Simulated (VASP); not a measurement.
Set up this calculation in VASP 6.6.1, as the native input.

```
Task                   : single point
Functional             : r2SCAN
Potentials or basis    : VASP PAW PBE potentials, release 64 (Ca_sv, Se)
Cutoff                 : 520 eV
k mesh                 : 8 × 8 × 8
Occupations            : gaussian, width 0.01 eV
Spin                   : no spin polarisation
Dipole correction      : no
Further INCAR settings : ALGO = Normal; EDIFF = 1e-06; NBANDS = 15
```

Crystal: CaSe.

```
Ca Se
1.0
     3.82961    0.00000    0.00000
     0.00000    3.82961    0.00000
     0.00000    0.00000    3.82961
Ca Se
1 1
Direct
  0.00000 0.00000 0.00000
  0.50000 0.50000 0.50000
```

This cell differs from its parent crystal: strain +5.4%.

The input as run:

POSCAR

```
CaSe
1.0
    3.8296093905      0.0000000000      0.0000000000
    0.0000000000      3.8296093905      0.0000000000
    0.0000000000      0.0000000000      3.8296093905
Ca Se
1 1
Direct
    0.0000000000      0.0000000000      0.0000000000
    0.5000000000      0.5000000000      0.5000000000
```

INCAR.step1

```
SYSTEM = CaSe
  PREC = Accurate
  ENCUT = 520
  ISMEAR = 0
  SIGMA = 0.01
  LREAL = .FALSE.
  LASPH = .TRUE.
  NELM = 60
  NBANDS = 15
  GGA = PE
  ALGO = Normal
  EDIFF = 1E-4
  LWAVE = .TRUE.
  LCHARG = .FALSE.
```

INCAR.step2

```
SYSTEM = CaSe
  PREC = Accurate
  ENCUT = 520
  EDIFF = 1E-6
  ISMEAR = 0
  SIGMA = 0.01
  LREAL = .FALSE.
  LASPH = .TRUE.
  NELM = 60
  ALGO = Normal
  ISIF = 2
  LWAVE = .FALSE.
  LCHARG = .TRUE.
  METAGGA = R2SCAN
  LMIXTAU = .TRUE.
  LELF = .TRUE.
  LVHAR = .TRUE.
  NBANDS = 15
  ISTART = 1
```

KPOINTS

```
regular mesh
0
G
  8 8 8
  0 0 0
```

Potentials or basis: VASP PAW PBE potentials, release 64 (Ca_sv, Se).

Run with:

```console
$ cat potpaw_PBE.64/Ca_sv/POTCAR potpaw_PBE.64/Se/POTCAR > POTCAR
$ cp INCAR.step1 INCAR
$ mpirun -np 1 vasp_std > vasp.out
$ cp INCAR.step2 INCAR
$ mpirun -np 1 vasp_std > vasp.out
```

Results of the run:

* Pressure: -6.2 GPa
* Band gap on the k mesh: 1.43 eV, direct

Caveat: the cell differs from its parent crystal (strain +5.4%); the PAW data sets were made with another functional, which shifts forces and pressure a little.

It took 62 s on 1 thread of Intel(R) Xeon(R) Platinum 8375C CPU @ 2.90GHz (Ice Lake) (shared host), peak memory 0.18 GiB.
